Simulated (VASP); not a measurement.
Ge:

```xyz
2
Lattice="0.0000 2.8099 2.8099 2.8099 0.0000 2.8099 2.8099 2.8099 0.0000" Properties=species:S:1:pos:R:3 pbc="T T T"
Ge    4.2149    4.2149    4.2149
Ge    2.8099    2.8099    2.8099
```

Base run:

- Program: VASP 6.6.1
- Functional: SVWN5
- Potentials or basis: VASP PAW PBE potentials, release 64 (Ge_d)
- Cutoff: 520 eV
- k mesh: 8 × 8 × 8
- Occupations: fermi-dirac, width 0.05 eV
- Spin: no spin polarisation

Its results: band gap on the k mesh zero (filled and empty bands touch); pressure 0.1 GPa.

**Question.** The run is repeated on the same cell with these changes: functional from SVWN5 to PBEsol. What comes out?

**Answer.** Band gap on the k mesh 0.18 eV, direct; pressure 2.0 GPa.

PBEsol binds less tightly than SVWN5, so the same cell stands under more pressure.

Caveats: the PAW data sets were made with another functional, which shifts forces and pressure a little.

A k mesh can miss the band edges.
